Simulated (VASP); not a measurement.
LiH:

```
CELL_PARAMETERS angstrom
2.51525 0.01359 0.01359
0.01359 2.51525 0.01359
0.01359 0.01359 2.51525
ATOMIC_POSITIONS crystal
Li 0.00000 0.00000 0.00000
H 0.50000 0.50000 0.50000
```

This cell differs from its parent crystal: strain along [111] +1.6%.

Base run:

* Program: VASP 6.6.1
* Functional: r2SCAN
* Potentials or basis: VASP PAW PBE potentials, release 64 (Li_sv, H)
* Cutoff: 520 eV
* k mesh: 10 × 10 × 10
* Occupations: gaussian, width 0.01 eV
* Spin: no spin polarisation

Its results: band gap on the k mesh 1.31 eV, indirect (least direct gap 4.77 eV).

Task: The run is repeated on the same cell with these changes: functional from r2SCAN to PBE; occupations from gaussian, width 0.01 eV to fermi-dirac, width 0.02 eV. What comes out?

Result: Band gap on the k mesh 0.75 eV, indirect (least direct gap 4.10 eV).

A k mesh can miss the band edges.
